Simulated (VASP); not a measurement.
Write the native input for VASP 6.6.1 that does the following.

```yaml
Task: single point
Functional: PBEsol
Potentials_or_basis: VASP PAW PBE potentials, release 64 (C, O)
Cutoff: 520 eV
k_mesh: 2 × 2 × 1
Occupations: fermi-dirac, width 0.02 eV
Spin: no spin polarisation
Dipole_correction: no
Further_INCAR_settings: LREAL = Auto; ALGO = Normal; EDIFF = 1e-06; NBANDS = 57
```

The structure of C19O lies in POSCAR:

```
C19O
1.0
    7.3980000000      0.0000000000      0.0000000000
   -3.6990000000      6.4068560000      0.0000000000
    0.0000000000      0.0000000000     11.0000000000
C O
19 1
Direct
    0.0205352101      0.0130071598      0.0714237273
    0.2403761434      0.1229401753      0.0713419091
    0.0193168588      0.3439875970      0.0714842727
    0.2416059022      0.4551023154      0.0714480909
    0.0181905946      0.6785482614      0.0714960909
    0.2427103674      0.7908059741      0.0715299091
    0.3526101538      0.0106501535      0.0714218182
    0.5749098251      0.1217964006      0.0714103636
    0.3515138977      0.3452108179      0.0712563636
    0.5759803811      0.4574246713      0.0712471818
    0.3538319526      0.6796152434      0.0715667273
    0.5736855394      0.7895605895      0.0715020909
    0.6848432575      0.0118871097      0.0714697273
    0.9093767468      0.1241498170      0.0714513636
    0.6871604726      0.3463122942      0.0713410909
    0.9070266183      0.4562251750      0.0714714545
    0.6859448457      0.6772930436      0.0713660909
    0.9082648536      0.7884775309      0.0714279091
    0.5651703398      0.5549116447      0.3813153636
    0.6996893143      0.6675973364      0.4409073636
```

These files were run (other wordings do the same):

INCAR

```
PREC = Accurate
ENCUT = 520
EDIFF = 1E-6
ISMEAR = -1
SIGMA = 0.02
LREAL = Auto
LASPH = T
NELM = 100
ALGO = Normal
ISIF = 2
LWAVE = F
LCHARG = F
GGA = PS
NBANDS = 57
```

KPOINTS

```
regular mesh
0
Gamma
  2 2 1
```

Potentials or basis: VASP PAW PBE potentials, release 64 (C, O).

Command:

```console
$ cat potpaw_PBE.64/C/POTCAR potpaw_PBE.64/O/POTCAR > POTCAR
$ mpirun -np 1 vasp_std > vasp.out
```

It gave:

```
Largest force          : 0.961 eV/Å
Band gap on the k mesh : 0.21 eV
```

Caveat: the k points lie up to 0.49 Å⁻¹ apart; the PAW data sets were made with another functional, which shifts forces and pressure a little.

It took 3.1 min on 1 thread of AMD EPYC 9R45 96-Core Processor (Zen 5), with other jobs on the host, peak memory 0.55 GiB.
